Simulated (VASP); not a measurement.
# KCl in VASP: notebook

The runs below take KCl through single point, with PBEsol.

All numbers are computed with VASP 6.6.1; they aren't measurements. Logs are shortened: lines on timing, memory, paths and dates and some standing lists are left out, and cuts for length are marked.

## 1. The cell of the first run

The typed cell holds 4 atoms: a = 4.413 Å, b = 4.413 Å, c = 7.644 Å, α = 73.22°, β = 73.22°, γ = 60.00°.

## 2. Single point, PBEsol (atoms displaced along several vibrational modes)

INCAR reads:

```
  PREC = Accurate
  ENCUT = 520
  EDIFF = 1E-6
  ISMEAR = 0
  SIGMA = 0.05
  LREAL = False
  LASPH = True
  NELM = 80
  ALGO = Normal
  ISIF = 2
  LWAVE = False
  LCHARG = False
  GGA = PS
  NBANDS = 24
```

KPOINTS reads:

```
regular mesh
0
Gamma
  6 6 6
```

POSCAR reads:

```
KCl
1.0
    0.0000000000     -3.1207041401     -3.1207041401
   -3.1207041401      0.0000000000     -3.1207041401
    3.1207041401      3.1207041401     -6.2414082803
K Cl
2 2
Direct
    0.4121994881      0.6131860120      0.5000000000
    0.0878005119      0.8868139880      0.0000000000
    0.7500000000      0.7500000000      0.7500000000
    0.2500000000      0.2500000000      0.2500000000
```

Potentials or basis: VASP PAW PBE potentials, release 64 (K_sv, Cl).

Run with:

```sh
$ cat potpaw_PBE.64/K_sv/POTCAR potpaw_PBE.64/Cl/POTCAR > POTCAR
$ mpirun -np 1 vasp_std > vasp.out
```

OUTCAR:

```text
PREC = Accurate
   ENCUT = 520
   EDIFF = 1E-6
   ISMEAR = 0
   LREAL = False
   LASPH = True
   NELM = 80
   ISIF = 2
   GGA = PS

 ion  position               nearest neighbor table
   1  0.412  0.613  0.500-   4 2.78   3 2.87   3 3.07   4 3.23
   2  0.088  0.887  0.000-   4 2.78   3 2.87   3 3.07   4 3.23
   3  0.750  0.750  0.750-   1 2.87   2 2.87   2 3.07   1 3.07
   4  0.250  0.250  0.250-   2 2.78   1 2.78   2 3.23   1 3.23

  LATTYP: Found a trigonal (rhomboedric) cell.
 ALAT       =     7.6441327815
 COS(alpha) =     0.8333333333

  Lattice vectors:

 A1 = (   3.1207041401,   6.2414082802,  -3.1207041402)
 A2 = (   6.2414082802,   3.1207041401,  -3.1207041402)
 A3 = (   3.1207041401,   3.1207041401,  -6.2414082803)

Analysis of symmetry for initial positions (statically):
=====================================================================
 Subroutine PRICEL returns:
 Original cell was already a primitive cell.

 Routine SETGRP: Setting up the symmetry group for a
 trigonal (rhombohedral) supercell.

 Subroutine GETGRP returns: Found  2 space group operations
 (whereof  1 operations were pure point group operations)
 out of a pool of 12 trial point group operations.

The static configuration has the point symmetry C_1 .
 The point group associated with its full space group is S_2 .

Analysis of symmetry for dynamics (positions and initial velocities):
=====================================================================
 Subroutine PRICEL returns:
 Original cell was already a primitive cell.

 Routine SETGRP: Setting up the symmetry group for a
 trigonal (rhombohedral) supercell.

 Subroutine GETGRP returns: Found  2 space group operations
 (whereof  1 operations were pure point group operations)
 out of a pool of 12 trial point group operations.

The dynamic configuration has the point symmetry C_1 .
 The point group associated with its full space group is S_2 .

 Subroutine INISYM returns: Found  2 space group operations
 (whereof  1 operations are pure point group operations),
 and found     1 'primitive' translations

----------------------------------------------------------------------------------------

                                     Primitive cell

  volume of cell :     121.5676

  direct lattice vectors                    reciprocal lattice vectors
     0.000000000 -3.120704140 -3.120704140     0.080110125 -0.240330376 -0.080110125
    -3.120704140  0.000000000 -3.120704140    -0.240330376  0.080110125 -0.080110125
     3.120704140  3.120704140 -6.241408280     0.080110125  0.080110125 -0.080110125

  length of vectors
     4.413342119  4.413342119  7.644132782     0.265695228  0.265695228  0.138754807

  position of ions in fractional coordinates (direct lattice)
     0.412199488  0.613186012  0.500000000
     0.087800512  0.886813988  0.000000000
     0.750000000  0.750000000  0.750000000
     0.250000000  0.250000000  0.250000000

  ion indices of the primitive-cell ions
   primitive index   ion index
                 1           1
                 2           2
                 3           3
                 4           4

----------------------------------------------------------------------------------------

 KPOINTS: regular mesh

Automatic generation of k-mesh.
 Grid dimensions read from file:
 generate k-points for:    6    6    6

 Generating k-lattice:

  Cartesian coordinates                     Fractional coordinates (reciprocal lattice)
     0.013351688 -0.040055063 -0.013351688     0.166666667  0.000000000  0.000000000
    -0.040055063  0.013351688 -0.013351688     0.000000000  0.166666667  0.000000000
     0.013351688  0.013351688 -0.013351688     0.000000000  0.000000000  0.166666667

  Length of vectors
     0.044282538  0.044282538  0.023125801

  Shift w.r.t. Gamma in fractional coordinates (k-lattice)
     0.000000000  0.000000000  0.000000000

 Subroutine IBZKPT returns following result:
 ===========================================

 Found    112 irreducible k-points:

 Following reciprocal coordinates:
            Coordinates               Weight
  0.000000  0.000000  0.000000      1.000000
  0.166667  0.000000  0.000000      2.000000
  0.000000  0.166667  0.000000      2.000000
 -0.166667 -0.166667 -0.166667      2.000000
  0.333333  0.000000  0.000000      2.000000
  0.000000  0.333333  0.000000      2.000000
[... 16 lines left out ...]
 -0.166667  0.500000  0.000000      2.000000
 -0.333333  0.500000  0.500000      2.000000
 [... further k-points ...]
   k-points           NKPTS =    112   k-points in BZ     NKDIM =    112   number of bands    NBANDS=     24
   number of dos      NEDOS =    301   number of ions     NIONS =      4
   total plane-waves  NPLWV =  77760
   dimension x,y,z NGX =    36 NGY =   36 NGZ =   60
   dimension x,y,z NGXF=    72 NGYF=   72 NGZF=  120
   ions per type =               2   2
   NGX,Y,Z   is equivalent  to a cutoff of  13.56, 13.56, 13.05 a.u.
   NGXF,Y,Z  is equivalent  to a cutoff of  27.12, 27.12, 26.10 a.u.
 SYSTEM =  unknown system
   PREC   = accura    normal or accurate (medium, high low for compatibility)
   ISTART =      0    job   : 0-new  1-cont  2-samecut
   ICHARG =      2    charge: 1-file 2-atom 10-const
   ISPIN  =      1    spin polarized calculation?
   LNONCOLLINEAR =      F non collinear calculations
   LSORBIT =      F    spin-orbit coupling
   LASPH  =      T    aspherical Exc in radial PAW
   ENCUT  =  520.0 eV  38.22 Ry    6.18 a.u.   8.21  8.21 14.21*2*pi/ulx,y,z
   NELM   =     80;   NELMIN=  2; NELMDL= -5     # of ELM steps
   EDIFF  = 0.1E-05   stopping-criterion for ELM
   LREAL  =      F    real-space projection
[... 7 lines left out ...]
   TEBEG  =    0.0;   TEEND  =   0.0 temperature during run
   PSTRESS=    0.0 pullay stress
   NELECT =      32.0000    total number of electrons
   NUPDOWN=      -1.0000    fix difference up-down
   EMIN   =  10.00;   EMAX   =-10.00  energy-range for DOS
   EFERMI =   0.00;   METHOD = LEGACY
   ISMEAR =     0;   SIGMA  =   0.05  broadening in eV -4-tet -1-fermi 0-gaus
   EFERMI_NEDOS =   21; number of points for ismear=-14 and -15
   IALGO  =     38    algorithm
   IMIX   =      4    mixing-type and parameters
     AMIX     =   0.40;   BMIX     =  1.00
     AMIX_MAG =   1.60;   BMIX_MAG =  1.00
  volume/ion in A,a.u.               =      30.39       205.09
  Fermi-wavevector in a.u.,A,eV,Ry     =   1.049185  1.982673 14.977157  1.100790
  Thomas-Fermi vector in A             =   2.184138
   LORBIT       =      0    0 simple, 1 ext, 2 COOP (PROOUT), +10 PAW based schemes
   GGA     = PS    functional components
   LHFCALC =     F    Hartree Fock is set to
   AEXX    =    0.0000 exact exchange contribution
   IVDW    =     0    specifies the selected vdW correction
   LEPSILON=     F    determine dielectric tensor
   LRPA    =     F    only Hartree local field effects (RPA)
 non-spin polarized calculation
 Gauss-broadening in eV      SIGMA  =   0.05
  energy-cutoff  :      520.00
  volume of cell :      121.57
 maximum number of plane-waves:      3292
 NGX is ok and might be reduce to    36
   NGX = 17   NGY = 17   NGZ = 29

 number of electron      32.0000003 magnetization

 Free energy of the ion-electron system (eV)
  ---------------------------------------------------
  ext. energy  EPLUGINS =         0.00000000
  ---------------------------------------------------
  free energy    TOTEN  =       -13.71854490 eV

  energy without entropy =      -13.71854490  energy(sigma->0) =      -13.71854490

 E-fermi :  -1.6088     XC(G=0):  -7.7892

 val. band max:       -1.8260802960   @ k =   0.0000   0.0000   0.0000
 cond. band min:       3.2672642633   @ k =   0.0000   0.0000   0.0000
 fundamental gap:      5.0933445593
 Fermi energy:        -1.6087568006

 k-point     1 :       0.0000    0.0000    0.0000
  band No.  band energies     occupation
      1     -28.7500      2.00000
      2     -28.7324      2.00000
      3     -14.2484      2.00000
      4     -14.0017      2.00000
      5     -12.3348      2.00000
      6     -12.3057      2.00000
[... 16 lines left out ...]
     23       7.3656      0.00000
     24       7.9066      0.00000

 k-point     2 :       0.1667    0.0000    0.0000
  band No.  band energies     occupation
      1     -28.7471      2.00000
      2     -28.7312      2.00000
      3     -14.1986      2.00000
      4     -14.0437      2.00000
      5     -12.3578      2.00000
      6     -12.3456      2.00000
[... 16 lines left out ...]
     23       7.6404      0.00000
     24       8.0411      0.00000

 k-point     3 :       0.0000    0.1667    0.0000
  band No.  band energies     occupation
      1     -28.7473      2.00000
      2     -28.7311      2.00000
      3     -14.1997      2.00000
      4     -14.0403      2.00000
      5     -12.3689      2.00000
      6     -12.3165      2.00000
[... 16 lines left out ...]
     23       7.5609      0.00000
     24       8.1658      0.00000

 k-point     4 :      -0.1667   -0.1667   -0.1667
  band No.  band energies     occupation
      1     -28.7467      2.00000
      2     -28.7315      2.00000
      3     -14.2017      2.00000
      4     -14.0433      2.00000
      5     -12.3560      2.00000
      6     -12.3506      2.00000
[... 16 lines left out ...]
     23       7.6160      0.00000
     24       7.8824      0.00000

 k-point     5 :       0.3333    0.0000    0.0000
  band No.  band energies     occupation
      1     -28.7412      2.00000
      2     -28.7288      2.00000
      3     -14.1202      2.00000
      4     -14.0934      2.00000
      5     -12.4239      2.00000
      6     -12.3675      2.00000
[... 451 lines left out ...]
 k-point    22 :      -0.1667    0.3333   -0.1667
  band No.  band energies     occupation
      1     -28.7383      2.00000
      2     -28.7277      2.00000
      3     -14.1345      2.00000
      4     -14.0508      2.00000
      5     -12.4366      2.00000
      6     -12.3900      2.00000
[... 16 lines left out ...]
     23       8.7140      0.00000
     24       8.8536      0.00000

 k-point    23 :      -0.1667    0.5000    0.0000
  band No.  band energies     occupation
      1     -28.7385      2.00000
      2     -28.7273      2.00000
      3     -14.1431      2.00000
      4     -14.0462      2.00000
      5     -12.4373      2.00000
      6     -12.3919      2.00000
[... 16 lines left out ...]
     23       8.6109      0.00000
     24       8.8052      0.00000

 k-point    24 :      -0.3333    0.5000    0.5000
  band No.  band energies     occupation
      1     -28.7345      2.00000
      2     -28.7311      2.00000
      3     -14.1322      2.00000
      4     -14.0685      2.00000
      5     -12.4168      2.00000
      6     -12.4023      2.00000
[... 16 lines left out ...]
     23       8.2310      0.00000
     24       8.7069      0.00000

 [... further k-points ...]
[... 5 lines left out ...]
  --------------------------------------------------------------------------------------
  -------------------------------------------------------------------------------------
  Total        2.4911266      1.3652846      0.0378919      0.6533056      0.0169450     -0.2217561
  in kB       32.8313388     17.9935149      0.4993894      8.6101201      0.2233237     -2.9225934
  external PRESSURE =      17.1080810 kB  Pullay stress =       0.0000000 kB

 VOLUME and BASIS-vectors are now :
 -----------------------------------------------------------------------------
  energy-cutoff  :      520.00
  volume of cell :      121.57
      direct lattice vectors                 reciprocal lattice vectors
     0.000000000 -3.120704140 -3.120704140     0.080110125 -0.240330376 -0.080110125
    -3.120704140  0.000000000 -3.120704140    -0.240330376  0.080110125 -0.080110125
     3.120704140  3.120704140 -6.241408280     0.080110125  0.080110125 -0.080110125

 POSITION                                       TOTAL-FORCE (eV/Angst)
 -----------------------------------------------------------------------------------
     -0.35322      0.27400     -6.32063         0.655113     -0.405305      0.081773
     -2.76748     -0.27400     -3.04148        -0.655113      0.405305     -0.081773
      0.00000      0.00000     -9.36211        -0.000000     -0.000000     -0.000000
      0.00000      0.00000     -3.12070         0.000000     -0.000000     -0.000000
 -----------------------------------------------------------------------------------
    total drift:                                0.000000      0.000000     -0.000000

  FREE ENERGIE OF THE ION-ELECTRON SYSTEM (eV)
  ---------------------------------------------------
  free  energy   TOTEN  =       -13.7185448979 eV

  energy  without entropy=      -13.7185448979  energy(sigma->0) =      -13.71854490
```

It took 3.4 min on 1 thread of AMD EPYC 9R45 (Zen 5), shared host; peak memory 0.4 GiB.

Results:

```yaml
Free_energy: -13.7185 eV
Pressure: 1.7 GPa
Largest_force: 0.775 eV/Å
Band_gap_on_the_k_mesh: 5.09 eV
```

Forces on the atoms (eV/Å):
```
K    0.655 -0.405  0.082
K   -0.655  0.405 -0.082
Cl   0.000  0.000  0.000
Cl   0.000  0.000  0.000
```

Stress tensor (GPa, compression positive):
```
 3.28  0.86 -0.29
 0.86  1.80  0.02
-0.29  0.02  0.05
```

Caveat: the cell differs from its parent crystal (atoms displaced along several vibrational modes); the PAW data sets were made with another functional, which shifts forces and pressure a little. A k mesh can miss the band edges.

## 3. Single point, PBEsol (atoms displaced along several vibrational modes)

INCAR reads:

```
SYSTEM = KCl
PREC = Accurate
ENCUT = 520
EDIFF = 1E-6
ISMEAR = 0
SIGMA = 0.05
LREAL = .False.
LASPH = .True.
NELM = 80
ALGO = Normal
ISIF = 2
LWAVE = .False.
LCHARG = .False.
GGA = PS
NBANDS = 24
```

KPOINTS reads:

```
regular mesh
0
Gamma
  6 6 6
  0 0 0
```

POSCAR reads:

```
KCl
1.0
    0.0000000000     -3.1207041401     -3.1207041401
   -3.1207041401      0.0000000000     -3.1207041401
    3.1207041401      3.1207041401     -6.2414082803
K Cl
2 2
Direct
    0.4219616284      0.6099319653      0.4967459532
    0.0975626522      0.8835599412     -0.0032540468
    0.7392331991      0.7535889336      0.7535889336
    0.2392331991      0.2535889336      0.2535889336
```

Potentials or basis: VASP PAW PBE potentials, release 64 (K_sv, Cl).

Run with:

```sh
$ cat potpaw_PBE.64/K_sv/POTCAR potpaw_PBE.64/Cl/POTCAR > POTCAR
$ mpirun -np 1 vasp_std > vasp.out
```

Run time: 3.2 min. Hardware: 1 thread of AMD EPYC 9R45 (Zen 5), shared host; peak memory 0.4 GiB.

The run converged. Its results:

```yaml
Free_energy: -13.7033 eV
Pressure: 1.8 GPa
Largest_force: 0.862 eV/Å
Band_gap_on_the_k_mesh: 5.10 eV
```

Forces on the atoms (eV/Å):
```
K    0.695 -0.255  0.089
K   -0.598  0.616 -0.072
Cl  -0.045 -0.374 -0.024
Cl  -0.053  0.013  0.007
```

Stress tensor (GPa, compression positive):
```
 3.26  0.88 -0.29
 0.88  2.03  0.03
-0.29  0.03  0.04
```

Levels at points of the mesh, in eV from the valence-band top:
```
           k point  band 12  band 13  band 14  band 15  band 16  band 17  band 18  band 19  band 20  band 21
(0.00, 0.00, 0.00)    -0.33    -0.28    -0.06    -0.03     0.00     5.10     7.19     8.02     8.37     8.62
(0.50, 0.00, 0.00)    -0.77    -0.45    -0.37    -0.34    -0.21     7.32     7.34     8.01     8.31     9.61
(0.00, 0.50, 0.00)    -0.77    -0.46    -0.38    -0.37    -0.21     7.29     7.41     8.01     8.33     9.56
(0.50, 0.50, 0.50)    -0.79    -0.41    -0.38    -0.29    -0.23     7.26     7.40     8.11     8.22     9.88
(0.50, 0.50, 0.00)    -0.68    -0.38    -0.28    -0.24    -0.18     6.60     7.24     8.09     8.60    10.03
(0.00, 0.50, 0.50)    -0.63    -0.41    -0.36    -0.26    -0.17     6.47     7.49     8.40     8.76     9.47
(0.50, 0.00, 0.50)    -0.65    -0.39    -0.34    -0.26    -0.15     6.51     7.38     8.24     8.68     9.60
(0.00, 0.00, 0.50)    -0.62    -0.26    -0.23    -0.11    -0.07     6.33     6.37     7.83     7.87     9.12
```

Caveat: the cell differs from its parent crystal (atoms displaced along several vibrational modes); the PAW data sets were made with another functional, which shifts forces and pressure a little. A k mesh can miss the band edges.
